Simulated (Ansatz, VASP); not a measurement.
One calculation of Fe, two programs

The input INCAR:

```
PREC = Accurate
ENCUT = 520
EDIFF = 1E-7
ISMEAR = -1
SIGMA = 0.05
LREAL = F
LASPH = T
NELM = 150
ALGO = Normal
ISIF = 2
LWAVE = F
LCHARG = T
ISPIN = 2
MAGMOM = 3
LORBIT = 11
LMAXMIX = 4
GGA = CA
LELF = T
LVHAR = T
NBANDS = 14
```

KPOINTS

```
regular mesh
0
Gamma
  13 13 13
```

The input POSCAR:

```
Fe
1.0
   -1.4234976093      1.4234976093      1.4234976093
    1.4234976093     -1.4234976093      1.4234976093
    1.4234976093      1.4234976093     -1.4234976093
Fe
1
Direct
    0.0000000000      0.0000000000      0.0000000000
```

The input input.yaml:

```yaml
crystal:
  lattice:
    - [-1.4234976093, 1.4234976093, 1.4234976093]
    - [1.4234976093, -1.4234976093, 1.4234976093]
    - [1.4234976093, 1.4234976093, -1.4234976093]
  atoms:
    - { symbol: Fe, position: [0.0, 0.0, 0.0], spin: 3.0 }
kpoints:
  mp_grid: { grid: [13, 13, 13] }
scf:
  occupations: { method: fermi_dirac, width: 0.05 }
hamiltonian:
  xc: lda
  pseudopotentials: { kind: all_electron, lapw: { basis_error: 0.001 } }
magnetization:
  spin_polarized: true
output:
  forces: true
  stress: true
  eigenvalues: true
```

Change from the starting cell: volume scaled by 0.96.

Alike in both runs: task single point; functional LDA; k mesh 13 × 13 × 13; occupations fermi-dirac, width 0.05 eV; collinear spin.

```csv
,VASP,Ansatz
version,VASP 6.6.1,Ansatz 0.2.0
potentials or method,"VASP PAW LDA potentials, release 64 (Fe), cutoff 520 eV","all-electron LAPW, scalar-relativistic"
```

VASP gave:

| Property | Result |
| --- | --- |
| gap on the k mesh at the Fermi level (eV) | none |
| pressure (GPa) | -21.6 |
| net moment per atom (μB) | 2.09 |
| size of the moment on the site where the two differ most (μB) | 2.07 |

**Question.** Estimate Ansatz's values.

**Answer.** gap on the k mesh at the Fermi level (eV): none; pressure (GPa): -21.0; net moment per atom (μB): 2.12; size of the moment on the site where the two differ most (μB): 2.16.

LDA's correlation is that of Perdew and Zunger in VASP and of Perdew and Wang (1992) in Ansatz. Site moments also hang on the region over which each program counts them. A gap of «none» marks a metal or a gap that the smearing closes. Ansatz ran all-electron here, and VASP with PAW potentials.
